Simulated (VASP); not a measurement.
# Ti3As2: single point with PBE

The system is Ti3As2.

```xyz
5
Lattice="3.9541 0.0000 0.0000 -1.9770 3.4243 0.0000 0.0000 0.0000 6.1519" Properties=species:S:1:pos:R:3 pbc="T T T"
Ti    0.0000    0.0000    0.0000
Ti    0.0000    2.2829    3.9680
Ti    1.9770    1.1414    2.1839
As    0.0000    2.2829    1.5072
As    1.9770    1.1414    4.6447
```

```
Program             : VASP 6.6.1
Task                : single point
Functional          : PBE
Potentials or basis : VASP PAW PBE potentials, release 64 (Ti_sv, As)
Cutoff              : 520 eV
k mesh              : 6 × 6 × 4
Occupations         : gaussian, width 0.1 eV
Spin                : no spin polarisation
```

```json
{
  "Pressure": "13.9 GPa",
  "Largest force": "2.466 eV/Å",
  "Band gap on the k mesh": "zero (band 23 reaches 8.67 eV, above the bottom of band 24 at 8.18 eV)"
}
```

Forces in eV/Å, atoms in the order of the input:
```
Ti   0.000  0.000  0.000
Ti   0.000  0.000  0.166
Ti   0.000  0.000 -0.166
As   0.000  0.000 -2.466
As   0.000  0.000  2.466
```

Stress tensor (GPa, compression positive):
```
13.19  0.00  0.00
 0.00 13.19  0.00
 0.00  0.00 15.38
```

Levels at points of the mesh, in eV from the Fermi level:
```tsv
k point	band 20	band 21	band 22	band 23	band 24	band 25	band 26	band 27
(0.00, 0.00, 0.00)	-2.32	-1.17	-1.17	0.22	0.85	0.85	1.59	1.59
(0.50, 0.00, 0.00)	-2.69	-1.67	-0.46	-0.23	0.60	0.66	0.89	0.94
(0.00, 0.00, 0.50)	-2.87	-0.53	-0.53	0.12	0.12	0.30	0.54	0.54
(0.50, 0.00, 0.50)	-2.87	-1.08	-0.66	-0.55	0.42	0.82	0.83	1.06
```

Run time: 69 s on 1 thread of Intel(R) Xeon(R) Platinum 8488C (Sapphire Rapids), on a shared host, peak memory 0.21 GiB.

Caveat: forces of over 1 eV/Å act on the atoms, so gaps and moduli don't describe the material at rest.
